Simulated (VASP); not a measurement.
Input of a VASP 6.6.1 run:

File INCAR:

```
PREC     = Accurate       # precision mode
ENCUT    = 600            # plane-wave cutoff, eV
EDIFF    = 1E-7           # SCF threshold, eV
ISMEAR   = 0              # smearing method
SIGMA    = 0.1            # smearing width, eV
LREAL    = False          # projectors in reciprocal space
LASPH    = True           # aspherical terms in the spheres
NELM     = 80             # most SCF steps
ALGO     = Normal         # electronic algorithm
ISIF     = 3              # what is computed and relaxed
LWAVE    = False          # write WAVECAR
LCHARG   = False          # write CHGCAR
GGA      = PE             # functional
IBRION   = 2              # ionic algorithm
NSW      = 100            # ionic steps
EDIFFG   = -0.01          # ionic threshold
```

The input KPOINTS:

```
regular mesh
0
Gamma
  8 8 8
```

POSCAR

```
TiSiTe3
1.0
    5.3217676622      0.0000000000      0.0000000000
    0.0000000000      5.3217676622      0.0000000000
    0.0000000000      0.0000000000      5.3217676622
Ti Si Te
1 1 3
Direct
    0.5000000000      0.5000000000      0.5000000000
    0.0000000000      0.0000000000      0.0000000000
    0.0000000000      0.5000000000      0.5000000000
    0.5000000000      0.5000000000      0.0000000000
    0.5000000000      0.0000000000      0.5000000000
```

Potentials or basis: VASP PAW PBE potentials, release 64 (Ti_sv, Si, Te).

Launch:

```bash
$ cat potpaw_PBE.64/Ti_sv/POTCAR potpaw_PBE.64/Si/POTCAR potpaw_PBE.64/Te/POTCAR > POTCAR
$ mpirun -np 1 vasp_std > vasp.out
```

Question: What does it give for the band gap on the k mesh?

Answer: Zero (bands 17 and 18 overlap by 0.69 eV).

Question: What does it give for the relaxed cell?

Answer: a = 5.307 Å, b = 5.307 Å, c = 5.307 Å, α = 90.00°, β = 90.00°, γ = 90.00°.

Question: Predict the relaxed volume.

Answer: 29.90 Å³/atom.

Question: Predict the space group after relaxing (to 0.1 Å).

Answer: Pm-3m (No. 221).

Step by step:
```
step  energy change (eV)  largest force (eV/Å)  pressure (GPa)  volume (Å³)
   1              0.0000                0.0000           -0.38       150.72
   2             -0.0014                0.0000            0.11       149.16
   3             -0.0015                0.0000            0.01       149.48
```

Caveat: spin-orbit coupling is left out, which moves the levels of the heavy elements.
